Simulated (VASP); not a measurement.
# PtS2 in VASP: single point with PBE+D3(BJ)

Aim: the single point of PtS2 with PBE+D3(BJ).

Program: VASP 6.6.1. These are calculated values, not measurements. Logs are shortened: lines on timing, memory, paths and dates and some standing lists are left out, and cuts for length are marked.

### 1 The cell of the first run

The cell holds a slab with vacuum, 6 atoms: a = 3.542 Å, b = 3.542 Å, c = 22.467 Å, α = 90.00°, β = 90.00°, γ = 120.00°.

### 2 Single point, PBE+D3(BJ)

The input, INCAR:

```
SYSTEM = PtS2
  ALGO = Normal
  DIPOL = 0.5 0.5 0.390
  EDIFF = 1E-6
  ENCUT = 520
  GGA = PE
  IDIPOL = 3
  ISIF = 2
  ISMEAR = 0
  IVDW = 12
  LASPH = .True.
  LCHARG = .False.
  LDIPOL = .True.
  LREAL = .False.
  LWAVE = .False.
  NBANDS = 31
  NELM = 80
  PREC = Accurate
  SIGMA = 0.05
```

The input, KPOINTS:

```
k-points
0
Gamma
  9 9 1
  0 0 0
```

The input, POSCAR:

```
PtS2
1.0
    3.5415278079      0.0000000000      0.0000000000
   -1.7707639039      3.0670530498      0.0000000000
    0.0000000000      0.0000000000     22.4670615492
S Pt
4 2
Direct
    0.6666666667      0.3333333333      0.2002932155
    0.3333333333      0.6666666667      0.3108341854
    0.5000000000      1.0000000000      0.4683981816
    0.8333333333      0.6666666667      0.5789391515
    0.0000000000      0.0000000000      0.2555637004
    1.1666666667      1.3333333333      0.5236686665
```

Potentials or basis: VASP PAW PBE potentials, release 64 (S, Pt).

Started as:

```bash
> cat potpaw_PBE.64/S/POTCAR potpaw_PBE.64/Pt/POTCAR > POTCAR
> mpirun -np 1 vasp_std > vasp.out
```

OUTCAR:

```text
SYSTEM = PtS2
   EDIFF = 1E-6
   ENCUT = 520
   GGA = PE
   ISIF = 2
   ISMEAR = 0
   IVDW = 12
   LASPH = .True.
   LREAL = .False.
   NELM = 80
   PREC = Accurate
 IVDW          = 12

 ion  position               nearest neighbor table
   1  0.667  0.333  0.200-   5 2.39   5 2.39   5 2.39
   2  0.333  0.667  0.311-   5 2.39   5 2.39   5 2.39
   3  0.500  0.000  0.468-   6 2.39   6 2.39   6 2.39
   4  0.833  0.667  0.579-   6 2.39   6 2.39   6 2.39
   5  0.000  0.000  0.256-   1 2.39   1 2.39   1 2.39   2 2.39   2 2.39   2 2.39
   6  0.167  0.333  0.524-   3 2.39   3 2.39   3 2.39   4 2.39   4 2.39   4 2.39

  LATTYP: Found a hexagonal cell.
 ALAT       =     3.5415278079
 C/A-ratio  =     6.3438896340

  Lattice vectors:

 A1 = (   3.5415278079,   0.0000000000,   0.0000000000)
 A2 = (  -1.7707639039,   3.0670530498,   0.0000000000)
 A3 = (   0.0000000000,   0.0000000000,  22.4670615492)

Analysis of symmetry for initial positions (statically):
=====================================================================
 Subroutine PRICEL returns:
 Original cell was already a primitive cell.

 Routine SETGRP: Setting up the symmetry group for a
 hexagonal supercell.

 Subroutine GETGRP returns: Found  2 space group operations
 (whereof  2 operations were pure point group operations)
 out of a pool of 24 trial point group operations.

The static configuration has the point symmetry C_1h.

Analysis of symmetry for dynamics (positions and initial velocities):
=====================================================================
 Subroutine PRICEL returns:
 Original cell was already a primitive cell.

 Routine SETGRP: Setting up the symmetry group for a
 hexagonal supercell.

 Subroutine GETGRP returns: Found  2 space group operations
 (whereof  2 operations were pure point group operations)
 out of a pool of 24 trial point group operations.

The dynamic configuration has the point symmetry C_1h.

 Subroutine INISYM returns: Found  2 space group operations
 (whereof  2 operations are pure point group operations),
 and found     1 'primitive' translations

----------------------------------------------------------------------------------------

                                     Primitive cell

  volume of cell :     244.0384

  direct lattice vectors                    reciprocal lattice vectors
     3.541527808  0.000000000  0.000000000     0.282364012  0.163022938  0.000000000
    -1.770763904  3.067053050  0.000000000     0.000000000  0.326045877  0.000000000
     0.000000000  0.000000000 22.467061549     0.000000000  0.000000000  0.044509603

  length of vectors
     3.541527808  3.541527808 22.467061549     0.326045877  0.326045877  0.044509603

  position of ions in fractional coordinates (direct lattice)
     0.666666667  0.333333333  0.200293215
     0.333333333  0.666666667  0.310834185
     0.500000000  0.000000000  0.468398182
     0.833333333  0.666666667  0.578939152
     0.000000000  0.000000000  0.255563700
     0.166666667  0.333333333  0.523668667

  ion indices of the primitive-cell ions
   primitive index   ion index
                 1           1
                 2           2
                 3           3
                 4           4
                 5           5
                 6           6

----------------------------------------------------------------------------------------

 KPOINTS: k-points

Automatic generation of k-mesh.
 Grid dimensions read from file:
 generate k-points for:    9    9    1

 Generating k-lattice:

  Cartesian coordinates                     Fractional coordinates (reciprocal lattice)
     0.031373779  0.018113660  0.000000000     0.111111111 -0.000000000  0.000000000
     0.000000000  0.036227320  0.000000000     0.000000000  0.111111111  0.000000000
     0.000000000  0.000000000  0.044509603     0.000000000  0.000000000  1.000000000

  Length of vectors
     0.036227320  0.036227320  0.044509603

  Shift w.r.t. Gamma in fractional coordinates (k-lattice)
     0.000000000  0.000000000  0.000000000

 Subroutine IBZKPT returns following result:
 ===========================================

 Found     25 irreducible k-points:

 Following reciprocal coordinates:
            Coordinates               Weight
  0.000000  0.000000  0.000000      1.000000
  0.111111 -0.000000  0.000000      4.000000
  0.000000  0.111111  0.000000      2.000000
  0.222222  0.000000  0.000000      4.000000
  0.000000  0.222222  0.000000      2.000000
  0.333333 -0.000000  0.000000      4.000000
[... 16 lines left out ...]
 -0.222222 -0.444444  0.000000      4.000000
  0.444444  0.333333  0.000000      4.000000
   k-points           NKPTS =     25   k-points in BZ     NKDIM =     25   number of bands    NBANDS=     31
   number of dos      NEDOS =    301   number of ions     NIONS =      6
   total plane-waves  NPLWV = 131712
   dimension x,y,z NGX =    28 NGY =   28 NGZ =  168
   dimension x,y,z NGXF=    56 NGYF=   56 NGZF=  336
   ions per type =               4   2
   NGX,Y,Z   is equivalent  to a cutoff of  13.14, 13.14, 12.43 a.u.
   NGXF,Y,Z  is equivalent  to a cutoff of  26.29, 26.29, 24.86 a.u.
 SYSTEM =  PtS2
   PREC   = accura    normal or accurate (medium, high low for compatibility)
   ISTART =      0    job   : 0-new  1-cont  2-samecut
   ICHARG =      2    charge: 1-file 2-atom 10-const
   ISPIN  =      1    spin polarized calculation?
   LNONCOLLINEAR =      F non collinear calculations
   LSORBIT =      F    spin-orbit coupling
   LASPH  =      T    aspherical Exc in radial PAW
   ENCUT  =  520.0 eV  38.22 Ry    6.18 a.u.   6.58  6.58 41.77*2*pi/ulx,y,z
   NELM   =     80;   NELMIN=  2; NELMDL= -5     # of ELM steps
   EDIFF  = 0.1E-05   stopping-criterion for ELM
   LREAL  =      F    real-space projection
   EDIFFG = 0.1E-04   stopping-criterion for IOM
   NSW    =      0    number of steps for IOM
   IBRION =     -1    ionic relax: 0-MD 1-quasi-New 2-CG
   NFREE  =      0    steps in history (QN), initial steepest desc. (CG)
   ISIF   =      2    stress and relaxation
   ISYM   =      2    0-nonsym 1-usesym 2-fastsym
   POTIM  = 0.5000    time-step for ionic-motion
   TEBEG  =    0.0;   TEEND  =   0.0 temperature during run
   PSTRESS=    0.0 pullay stress
   NELECT =      44.0000    total number of electrons
   NUPDOWN=      -1.0000    fix difference up-down
   EMIN   =  10.00;   EMAX   =-10.00  energy-range for DOS
   EFERMI =   0.00;   METHOD = LEGACY
   ISMEAR =     0;   SIGMA  =   0.05  broadening in eV -4-tet -1-fermi 0-gaus
   EFERMI_NEDOS =   21; number of points for ismear=-14 and -15
   IALGO  =     38    algorithm
   IMIX   =      4    mixing-type and parameters
     AMIX     =   0.40;   BMIX     =  1.00
     AMIX_MAG =   1.60;   BMIX_MAG =  1.00
  volume/ion in A,a.u.               =      40.67       274.48
  Fermi-wavevector in a.u.,A,eV,Ry     =   0.924854  1.747720 11.637800  0.855354
  Thomas-Fermi vector in A             =   2.050645
   LORBIT       =      0    0 simple, 1 ext, 2 COOP (PROOUT), +10 PAW based schemes
   GGA     = PE    functional components
   LHFCALC =     F    Hartree Fock is set to
   AEXX    =    0.0000 exact exchange contribution
   IVDW    =    12    specifies the selected vdW correction
   LEPSILON=     F    determine dielectric tensor
   LRPA    =     F    only Hartree local field effects (RPA)
 non-spin polarized calculation
 Gauss-broadening in eV      SIGMA  =   0.05
  energy-cutoff  :      520.00
  volume of cell :      244.04
 maximum number of plane-waves:      6671
   NGX = 13   NGY = 13   NGZ = 83

 dipolmoment           0.000000      0.000000      0.000000 electrons x Angstroem

 number of electron      44.0000001 magnetization

 dipolmoment           0.000000      0.000000     -0.000574 electrons x Angstroem

 Free energy of the ion-electron system (eV)
  ---------------------------------------------------
  ext. energy  EPLUGINS =         0.00000000
  ---------------------------------------------------
  free energy    TOTEN  =       -30.89254208 eV

  energy without entropy =      -30.89254208  energy(sigma->0) =      -30.89254208

 E-fermi :  -0.3756     XC(G=0):  -5.4729

 val. band max:       -0.6110521613   @ k =  -0.2222   0.1111   0.0000
 cond. band min:       0.8566454809   @ k =   0.2222   0.0000   0.0000
 fundamental gap:      1.4676976423
 Fermi energy:        -0.3756347187

 k-point     1 :       0.0000    0.0000    0.0000
  band No.  band energies     occupation
      1     -14.9048      2.00000
      2     -14.8683      2.00000
      3     -12.7300      2.00000
      4     -12.6444      2.00000
      5      -6.3913      2.00000
      6      -6.3902      2.00000
[... 23 lines left out ...]
     30       5.3786      0.00000
     31       5.5272      0.00000

 k-point     2 :       0.1111   -0.0000    0.0000
  band No.  band energies     occupation
      1     -14.7506      2.00000
      2     -14.7139      2.00000
      3     -12.7585      2.00000
      4     -12.6795      2.00000
      5      -6.3962      2.00000
      6      -6.3647      2.00000
[... 23 lines left out ...]
     30       5.9469      0.00000
     31       6.0089      0.00000

 k-point     3 :       0.0000    0.1111    0.0000
  band No.  band energies     occupation
      1     -14.7505      2.00000
      2     -14.7140      2.00000
      3     -12.7582      2.00000
      4     -12.6798      2.00000
      5      -6.3963      2.00000
      6      -6.3649      2.00000
[... 703 lines left out ...]
     30       7.5637      0.00000
     31       7.8705      0.00000

 k-point    24 :       0.4444    0.3333    0.0000
  band No.  band energies     occupation
      1     -13.1177      2.00000
      2     -13.0801      2.00000
      3     -12.9617      2.00000
      4     -12.9280      2.00000
      5      -6.6533      2.00000
      6      -6.6236      2.00000
[... 23 lines left out ...]
     30       7.6093      0.00000
     31       7.8511      0.00000

 [... further k-points ...]

------------------------ aborting loop because EDIFF is reached ----------------------------------------

 vacuum level on the upper side and lower side of the slab       (xc-potential included)        -0.242        -0.235

 Edisp (eV)   -1.87460

 E8    (eV) :    -0.7771

  FORCE on cell =-STRESS in cart. coord.  units (eV):
  Direction    XX          YY          ZZ          XY          YZ          ZX
  --------------------------------------------------------------------------------------
  -------------------------------------------------------------------------------------
  Total      -0.50092    -0.45076    -0.70462    -0.00000     0.13955     0.00000
  in kB      -3.28866    -2.95936    -4.62604    -0.00000     0.91621     0.00000
  external pressure =       -3.62 kB  Pullay stress =        0.00 kB

 VOLUME and BASIS-vectors are now :
 -----------------------------------------------------------------------------
  energy-cutoff  :      520.00
  volume of cell :      244.04
      direct lattice vectors                 reciprocal lattice vectors
     3.541527808  0.000000000  0.000000000     0.282364012  0.163022938  0.000000000
    -1.770763904  3.067053050  0.000000000     0.000000000  0.326045877  0.000000000
     0.000000000  0.000000000 22.467061549     0.000000000  0.000000000  0.044509603

 POSITION                                       TOTAL-FORCE (eV/Angst)
 -----------------------------------------------------------------------------------
      1.77076      1.02235      4.50000        -0.000000     -0.013940      0.040371
     -0.00000      2.04470      6.98353        -0.000000     -0.038923     -0.013537
      1.77076      0.00000     10.52353         0.000000      0.033716      0.011394
      1.77076      2.04470     13.00706         0.000000      0.008808     -0.041237
      0.00000      0.00000      5.74177         0.000000      0.019318      0.058327
      0.00000      1.02235     11.76530        -0.000000     -0.008979     -0.055318
 -----------------------------------------------------------------------------------
    total drift:                                0.000000     -0.000119      0.000180

  FREE ENERGIE OF THE ION-ELECTRON SYSTEM (eV)
  ---------------------------------------------------
  free  energy   TOTEN  =       -32.7671437711 eV

  energy  without entropy=      -32.7671437711  energy(sigma->0) =      -32.76714377

 vacuum level on the upper side and lower side of the slab         5.256         5.264
```

It took 2.6 min on 1 thread of AMD EPYC 9R45 (Zen 5), shared host; peak memory 0.41 GiB.

Results:

```
Free energy                : -32.7671 eV
Largest force              : 0.061 eV/Å
Band gap on the k mesh     : 1.47 eV, indirect (least direct gap 1.57 eV)
Dispersion energy per atom : -0.312 eV
```

Forces in eV/Å, atoms in the order of the input:
```
S    0.000 -0.014  0.040
S    0.000 -0.039 -0.014
S    0.000  0.034  0.011
S    0.000  0.009 -0.041
Pt   0.000  0.019  0.058
Pt   0.000 -0.009 -0.055
```

Levels at points of the mesh, in eV from the valence-band top:
| k point | band 20 | band 21 | band 22 | band 23 | band 24 | band 25 |
| --- | --- | --- | --- | --- | --- | --- |
| (0.00, 0.00, 0.00) | -0.48 | -0.47 | -0.45 | 2.98 | 2.99 | 3.01 |

Caveat: spin-orbit coupling is left out, which moves the levels of the heavy elements.
